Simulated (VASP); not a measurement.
# Ag (Fm-3m) in VASP: further runs

The runs below take Ag through single point, relaxation of cell and atoms, with PBE.

All numbers are computed with VASP 6.6.1; they aren't measurements. Logs are shortened: lines on timing, memory, paths and dates and some standing lists are left out, and cuts for length are marked.

## (1) The cell of the first run

Symmetry: Fm-3m, No. 225, cubic system. Conventional cell: a = 4.148 Å, b = 4.148 Å, c = 4.148 Å, α = 90.00°, β = 90.00°, γ = 90.00°. Ag (site symmetry m-3m) has 12 Ag at 2.93 Å within 3.9 Å.

## (2) Single point, PBE

Contents of INCAR:

```
PREC     = Accurate       # precision mode
ENCUT    = 520            # plane-wave cutoff, eV
EDIFF    = 1E-6           # SCF threshold, eV
ISMEAR   = -1             # smearing method
SIGMA    = 0.08           # smearing width, eV
LREAL    = False          # projectors in reciprocal space
LASPH    = True           # aspherical terms in the spheres
NELM     = 80             # most SCF steps
ALGO     = Normal         # electronic algorithm
ISIF     = 2              # what is computed and relaxed
LWAVE    = False          # write WAVECAR
LCHARG   = False          # write CHGCAR
GGA      = PE             # functional
NBANDS   = 12             # bands
```

Contents of KPOINTS:

```
Automatic mesh
0
Gamma
  18 18 18
```

Contents of POSCAR:

```
Ag
1.0
    0.0000000000      2.0742206004      2.0742206004
    2.0742206004      0.0000000000      2.0742206004
    2.0742206004      2.0742206004      0.0000000000
Ag
1
Direct
    0.0000000000      0.0000000000      0.0000000000
```

Potentials or basis: VASP PAW PBE potentials, release 64 (Ag).

The run is started by

```console
$ cat potpaw_PBE.64/Ag/POTCAR > POTCAR
$ mpirun -np 1 vasp_std > vasp.out
```

OUTCAR:

```text
PREC = Accurate
   ENCUT = 520
   EDIFF = 1E-6
   ISMEAR = -1
   LREAL = False
   LASPH = True
   NELM = 80
   ISIF = 2
   GGA = PE

 ion  position               nearest neighbor table
   1  0.000  0.000  0.000-

  LATTYP: Found a face centered cubic cell.
 ALAT       =     4.1484412008

  Lattice vectors:

 A1 = (   0.0000000000,   2.0742206004,   2.0742206004)
 A2 = (   2.0742206004,   0.0000000000,   2.0742206004)
 A3 = (   2.0742206004,   2.0742206004,   0.0000000000)

Analysis of symmetry for initial positions (statically):
=====================================================================
 Subroutine PRICEL returns:
 Original cell was already a primitive cell.

 Routine SETGRP: Setting up the symmetry group for a
 face centered cubic supercell.

 Subroutine GETGRP returns: Found 48 space group operations
 (whereof 48 operations were pure point group operations)
 out of a pool of 48 trial point group operations.

The static configuration has the point symmetry O_h .

Analysis of symmetry for dynamics (positions and initial velocities):
=====================================================================
 Subroutine PRICEL returns:
 Original cell was already a primitive cell.

 Routine SETGRP: Setting up the symmetry group for a
 face centered cubic supercell.

 Subroutine GETGRP returns: Found 48 space group operations
 (whereof 48 operations were pure point group operations)
 out of a pool of 48 trial point group operations.

The dynamic configuration has the point symmetry O_h .

 Subroutine INISYM returns: Found 48 space group operations
 (whereof 48 operations are pure point group operations),
 and found     1 'primitive' translations

----------------------------------------------------------------------------------------

                                     Primitive cell

  volume of cell :      17.8482

  direct lattice vectors                    reciprocal lattice vectors
     0.000000000  2.074220600  2.074220600    -0.241054399  0.241054399  0.241054399
     2.074220600  0.000000000  2.074220600     0.241054399 -0.241054399  0.241054399
     2.074220600  2.074220600  0.000000000     0.241054399  0.241054399 -0.241054399

  length of vectors
     2.933390904  2.933390904  2.933390904     0.417518466  0.417518466  0.417518466

  position of ions in fractional coordinates (direct lattice)
     0.000000000  0.000000000  0.000000000

  ion indices of the primitive-cell ions
   primitive index   ion index
                 1           1

----------------------------------------------------------------------------------------

 KPOINTS: Automatic mesh

Automatic generation of k-mesh.
 Grid dimensions read from file:
 generate k-points for:   18   18   18

 Generating k-lattice:

  Cartesian coordinates                     Fractional coordinates (reciprocal lattice)
    -0.013391911  0.013391911  0.013391911     0.055555556  0.000000000  0.000000000
     0.013391911 -0.013391911  0.013391911     0.000000000  0.055555556  0.000000000
     0.013391911  0.013391911 -0.013391911     0.000000000  0.000000000  0.055555556

  Length of vectors
     0.023195470  0.023195470  0.023195470

  Shift w.r.t. Gamma in fractional coordinates (k-lattice)
     0.000000000  0.000000000  0.000000000

 Subroutine IBZKPT returns following result:
 ===========================================

 Found    195 irreducible k-points:

 Following reciprocal coordinates:
            Coordinates               Weight
  0.000000  0.000000  0.000000      1.000000
  0.055556  0.000000  0.000000      8.000000
  0.111111  0.000000  0.000000      8.000000
  0.166667  0.000000  0.000000      8.000000
  0.222222  0.000000  0.000000      8.000000
  0.277778  0.000000  0.000000      8.000000
[... 16 lines left out ...]
 -0.277778  0.055556  0.000000     24.000000
 -0.222222  0.055556  0.000000     24.000000
 [... further k-points ...]
   k-points           NKPTS =    195   k-points in BZ     NKDIM =    195   number of bands    NBANDS=     12
   number of dos      NEDOS =    301   number of ions     NIONS =      1
   total plane-waves  NPLWV =  13824
   dimension x,y,z NGX =    24 NGY =   24 NGZ =   24
   dimension x,y,z NGXF=    48 NGYF=   48 NGZF=   48
   ions per type =               1
   NGX,Y,Z   is equivalent  to a cutoff of  13.60, 13.60, 13.60 a.u.
   NGXF,Y,Z  is equivalent  to a cutoff of  27.20, 27.20, 27.20 a.u.
 SYSTEM =  unknown system
   PREC   = accura    normal or accurate (medium, high low for compatibility)
   ISTART =      0    job   : 0-new  1-cont  2-samecut
   ICHARG =      2    charge: 1-file 2-atom 10-const
   ISPIN  =      1    spin polarized calculation?
   LNONCOLLINEAR =      F non collinear calculations
   LSORBIT =      F    spin-orbit coupling
   LASPH  =      T    aspherical Exc in radial PAW
   ENCUT  =  520.0 eV  38.22 Ry    6.18 a.u.   5.45  5.45  5.45*2*pi/ulx,y,z
   NELM   =     80;   NELMIN=  2; NELMDL= -5     # of ELM steps
   EDIFF  = 0.1E-05   stopping-criterion for ELM
   LREAL  =      F    real-space projection
[... 7 lines left out ...]
   TEBEG  =    0.0;   TEEND  =   0.0 temperature during run
   PSTRESS=    0.0 pullay stress
   NELECT =      11.0000    total number of electrons
   NUPDOWN=      -1.0000    fix difference up-down
   EMIN   =  10.00;   EMAX   =-10.00  energy-range for DOS
   EFERMI =   0.00;   METHOD = LEGACY
   ISMEAR =    -1;   SIGMA  =   0.08  broadening in eV -4-tet -1-fermi 0-gaus
   EFERMI_NEDOS =   21; number of points for ismear=-14 and -15
   IALGO  =     38    algorithm
   IMIX   =      4    mixing-type and parameters
     AMIX     =   0.40;   BMIX     =  1.00
     AMIX_MAG =   1.60;   BMIX_MAG =  1.00
  volume/ion in A,a.u.               =      17.85       120.45
  Fermi-wavevector in a.u.,A,eV,Ry     =   1.393181  2.632730 26.408262  1.940952
  Thomas-Fermi vector in A             =   2.516852
   LORBIT       =      0    0 simple, 1 ext, 2 COOP (PROOUT), +10 PAW based schemes
   GGA     = PE    functional components
   LHFCALC =     F    Hartree Fock is set to
   AEXX    =    0.0000 exact exchange contribution
   IVDW    =     0    specifies the selected vdW correction
   LEPSILON=     F    determine dielectric tensor
   LRPA    =     F    only Hartree local field effects (RPA)
 non-spin polarized calculation
  energy-cutoff  :      520.00
  volume of cell :       17.85
 maximum number of plane-waves:       531
 NGX is ok and might be reduce to    24
   NGX = 11   NGY = 11   NGZ = 11

 number of electron      11.0000000 magnetization

 Free energy of the ion-electron system (eV)
  ---------------------------------------------------
  ext. energy  EPLUGINS =         0.00000000
  ---------------------------------------------------
  free energy    TOTEN  =        -2.72257949 eV

  energy without entropy =       -2.71781051  energy(sigma->0) =       -2.72019500

 E-fermi :   7.7987     XC(G=0): -11.9387

 val. band max:        7.7491062176   @ k =   0.5000   0.1667   0.0556
 cond. band min:       7.8885593112   @ k =   0.5000   0.3333   0.1111
 fundamental gap:      0.1394530936
 Fermi energy:         7.7986663220

 k-point     1 :       0.0000    0.0000    0.0000
  band No.  band energies     occupation
      1       0.3729      2.00000
      2       3.1647      2.00000
      3       3.1647      2.00000
      4       3.1647      2.00000
      5       4.1176      2.00000
      6       4.1176      2.00000
      7      23.7288      0.00000
      8      27.0365      0.00000
      9      27.0365      0.00000
     10      27.0365      0.00000
     11      31.7351      0.00000
     12      32.5924      0.00000

 k-point     2 :       0.0556    0.0000    0.0000
  band No.  band energies     occupation
      1       0.4661      2.00000
      2       3.1443      2.00000
      3       3.1898      2.00000
      4       3.1898      2.00000
      5       4.1082      2.00000
      6       4.1082      2.00000
      7      23.7334      0.00000
      8      26.1952      0.00000
      9      27.0614      0.00000
     10      27.0614      0.00000
     11      31.7438      0.00000
     12      32.5063      0.00000

 k-point     3 :       0.1111    0.0000    0.0000
  band No.  band energies     occupation
      1       0.7358      2.00000
      2       3.0972      2.00000
      3       3.2550      2.00000
      4       3.2550      2.00000
      5       4.0898      2.00000
      6       4.0898      2.00000
      7      23.3723      0.00000
      8      24.8822      0.00000
      9      27.1146      0.00000
     10      27.1146      0.00000
     11      30.9241      0.00000
     12      32.1828      0.00000
[... 286 lines left out ...]
 k-point    23 :      -0.2778    0.0556    0.0000
  band No.  band energies     occupation
      1       1.8699      2.00000
      2       3.2883      2.00000
      3       3.3447      2.00000
      4       3.7905      2.00000
      5       4.2534      2.00000
      6       4.7393      2.00000
      7      16.9150      0.00000
      8      23.4951      0.00000
      9      25.4482      0.00000
     10      27.6950      0.00000
     11      29.6185      0.00000
     12      29.7727      0.00000

 k-point    24 :      -0.2222    0.0556    0.0000
  band No.  band energies     occupation
      1       1.7322      2.00000
      2       3.1900      2.00000
      3       3.3917      2.00000
      4       3.4189      2.00000
      5       4.0769      2.00000
      6       4.4192      2.00000
      7      19.0264      0.00000
      8      23.7827      0.00000
      9      25.9923      0.00000
     10      28.3877      0.00000
     11      29.1436      0.00000
     12      30.0473      0.00000

 [... further k-points ...]
[... 5 lines left out ...]
  --------------------------------------------------------------------------------------
  -------------------------------------------------------------------------------------
  Total       -0.0180224     -0.0180224     -0.0180224      0.0000000      0.0000000      0.0000000
  in kB       -1.6178171     -1.6178171     -1.6178171      0.0000000      0.0000000      0.0000000
  external PRESSURE =      -1.6178171 kB  Pullay stress =       0.0000000 kB

 VOLUME and BASIS-vectors are now :
 -----------------------------------------------------------------------------
  energy-cutoff  :      520.00
  volume of cell :       17.85
      direct lattice vectors                 reciprocal lattice vectors
     0.000000000  2.074220600  2.074220600    -0.241054399  0.241054399  0.241054399
     2.074220600  0.000000000  2.074220600     0.241054399 -0.241054399  0.241054399
     2.074220600  2.074220600  0.000000000     0.241054399  0.241054399 -0.241054399

 POSITION                                       TOTAL-FORCE (eV/Angst)
 -----------------------------------------------------------------------------------
      0.00000      0.00000      0.00000         0.000000      0.000000      0.000000
 -----------------------------------------------------------------------------------
    total drift:                               -0.000000      0.000000     -0.000000

  FREE ENERGIE OF THE ION-ELECTRON SYSTEM (eV)
  ---------------------------------------------------
  free  energy   TOTEN  =        -2.7225794873 eV

  energy  without entropy=       -2.7178105149  energy(sigma->0) =       -2.72019500
```

It took 10 s on 1 thread of Intel Xeon 6975P-C (Granite Rapids), shared host; peak memory 0.17 GiB.

What came out:

| Property | Result |
| --- | --- |
| Free energy | -2.7226 eV |
| Pressure | -0.2 GPa |

Levels at points of the mesh, in eV from the Fermi level:
```csv
k point,band 2,band 3,band 4,band 5,band 6,band 7,band 8,band 9,band 10,band 11
"(0.00, 0.00, 0.00)",-4.63,-4.63,-4.63,-3.68,-3.68,15.93,19.24,19.24,19.24,23.94
"(0.50, 0.00, 0.00)",-4.65,-4.65,-2.95,-2.95,-0.26,3.37,15.16,17.41,17.41,22.22
"(0.50, 0.50, 0.00)",-6.02,-2.98,-2.76,-2.76,1.66,6.41,10.45,10.45,16.66,16.68
```

[end of part 1 of 2]
